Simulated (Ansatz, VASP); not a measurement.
# PbO in VASP and in Ansatz

```
Pb O
1.0
     3.99000    0.00000    0.00000
     0.00000    3.99000    0.00000
     0.00000    0.00000    5.01000
Pb O
2 2
Cartesian
  0.0000 1.9950 1.2024
  1.9950 0.0000 3.8076
  0.0000 0.0000 0.0000
  1.9950 1.9950 0.0000
```

Alike in both runs: task relaxation of cell and atoms; functional r2SCAN; k mesh 8 × 8 × 6; occupations fermi-dirac, width 0.02 eV; no spin polarisation.

```csv
,VASP,Ansatz
version,VASP 6.6.1,Ansatz 0.2.0
potentials or method,"VASP PAW PBE potentials, release 64 (Pb_d, O), cutoff 600 eV",PAW plane waves
valence electrons in the cell,40,40
```

Ansatz gave:

* gap on the k mesh at the Fermi level, each at its own relaxed structure (eV): 1.84
* relaxed volume (Å³/atom): 21.19
* relaxed length of the cell vector where the two differ most in proportion (Å): 5.329

Estimate VASP's values.

gap on the k mesh at the Fermi level, each at its own relaxed structure (eV): 1.78; relaxed volume (Å³/atom): 21.05; relaxed length of the cell vector where the two differ most in proportion (Å): 5.268.

VASP's potentials were made for PBE, not for r2SCAN.

Spin-orbit coupling is off throughout.
